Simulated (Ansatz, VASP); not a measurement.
**HfB: VASP beside Ansatz**

Contents of INCAR:

```
ALGO = Normal ; EDIFF = 1E-6
ENCUT = 520 ; GGA = PS
ISIF = 2 ; ISMEAR = 0
LASPH = True ; LCHARG = False
LREAL = False ; LWAVE = False
NBANDS = 14 ; NELM = 60
PREC = Accurate ; SIGMA = 0.1
```

The input KPOINTS:

```
k-points
0
Gamma
  14 14 14
```

POSCAR

```
HfB
1.0
    0.0000000000      2.3100000000      2.3100000000
    2.3100000000      0.0000000000      2.3100000000
    2.3100000000      2.3100000000      0.0000000000
Hf B
1 1
Direct
    0.5000000000      0.5000000000      0.5000000000
   -0.0194805195      0.0194805195      0.0194805195
```

Input for Ansatz:

```yaml
crystal:
  lattice:
    - [0.0, 2.31, 2.31]
    - [2.31, 0.0, 2.31]
    - [2.31, 2.31, 0.0]
  atoms:
    - { symbol: Hf, position: [0.5, 0.5, 0.5] }
    - { symbol: B, position: [-0.0194805195, 0.0194805195, 0.0194805195] }
basis:
  ecutwfc: 420
kpoints:
  mp_grid: { grid: [14, 14, 14] }
hamiltonian:
  xc: pbesol
scf:
  occupations: { method: gaussian, width: 0.1 }
output:
  forces: true
  stress: true
  eigenvalues: true
  populations: true
```

Change from the starting cell: one atom moved.

Alike in both runs: task single point; functional PBEsol; k mesh 14 × 14 × 14; occupations gaussian, width 0.1 eV; no spin polarisation.

```csv
,VASP,Ansatz
version,VASP 6.6.1,Ansatz 0.2.0
potentials or method,"VASP PAW PBE potentials, release 64 (Hf_pv, B), cutoff 520 eV","scalar-relativistic, plane waves, PAW"
valence electrons in the cell,13,29
```

VASP gave:

* gap on the k mesh at the Fermi level (eV): none
* pressure (GPa): 25.1
* traceless stress, the component that is largest in VASP (GPa): 1.80
* rms of the force components (eV/Å): 0.600

**Question.** Estimate Ansatz's values.

**Answer.** gap on the k mesh at the Fermi level (eV): none; pressure (GPa): 24.0; traceless stress, the component that is largest in VASP (GPa): 1.75; rms of the force components (eV/Å): 0.598.

VASP's potentials were made for PBE, not for PBEsol. Atom by atom the forces differ by 0.002 eV/Å (rms over components). A gap of «none» marks a metal or a gap that the smearing closes. With one functional, cell and mesh, what is left measures potentials, basis and numerics. VASP's potentials hold 13 valence electrons a cell and Ansatz's 29, so a difference there can come from the potentials and not from the codes.

Neither program's run includes spin-orbit coupling.
